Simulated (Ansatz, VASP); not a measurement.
SiC: VASP beside Ansatz

```xyz
2
Lattice="0.0000 2.1781 2.1781 2.1781 0.0000 2.1781 2.1781 2.1781 0.0000" Properties=species:S:1:pos:R:3 pbc="T T T"
Si    0.0000    0.0000    0.0000
C     1.0890    1.0890    1.0890
```

Alike in both runs: task single point; functional HSE06; k mesh 4 × 4 × 4; occupations gaussian, width 0.05 eV; no spin polarisation.

|  | VASP | Ansatz |
| --- | --- | --- |
| version | VASP 6.6.1 | Ansatz 0.2.0 |
| potentials or method | VASP PAW PBE potentials, release 64 (Si, C) | plane waves |
| plane-wave cutoff (eV) | 520 | 420 |
| valence electrons in the cell | 8 | 8 |

VASP gave:

```
gap on the k mesh at the Fermi level (eV) : 2.24
pressure (GPa)                            : -1.2
```

Q: What did Ansatz give for the same quantities?

A: gap on the k mesh at the Fermi level (eV): 2.23; pressure (GPa): -0.7.

The functional is the same, so the differences come from potentials, cutoffs and numerics. Ansatz's warnings: stress exchange threshold loose, stress scf threshold loose.

The k mesh is coarse, so the values compare programs but aren't converged.
